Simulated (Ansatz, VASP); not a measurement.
## Two plane-wave programs on BaTiO3

```
CELL_PARAMETERS angstrom
4.02536 0.00000 0.00000
0.00000 2.86527 2.84515
0.00000 -2.86527 2.84515
ATOMIC_POSITIONS crystal
Ba 0.00000 0.00000 0.00000
Ti 0.50000 0.51240 0.51240
O 0.50000 0.99184 0.50524
O 0.50000 0.50524 0.99184
O 0.00000 0.48740 0.48740
```

Alike in both runs: task single point; functional PBE; k mesh 6 × 6 × 6; occupations fermi-dirac, width 0.05 eV; no spin polarisation.

|  | VASP | Ansatz |
| --- | --- | --- |
| version | VASP 6.6.1 | Ansatz 0.2.0 |
| potentials or method | VASP PAW PBE potentials, release 64 (Ba_sv, Ti_sv, O) | Ansatz PAW |
| plane-wave cutoff (eV) | 520 | 420 |
| valence electrons in the cell | 40 | 40 |

```csv
,VASP,Ansatz,Ansatz less VASP
gap on the k mesh at the Fermi level (eV),1.82,1.88,+0.059
least direct gap on the mesh (eV),2.06,2.09,+0.022
pressure (GPa),0.7,-1.0,-1.65
"traceless stress, the component that is largest in VASP (GPa)",1.10,1.05,-0.045
rms of the force components (eV/Å),0.143,0.150,+0.0069
```

Atom by atom the forces differ by 0.014 eV/Å (rms over components). The functional is the same, so the differences come from potentials, cutoffs and numerics.

Spin-orbit coupling is off throughout.
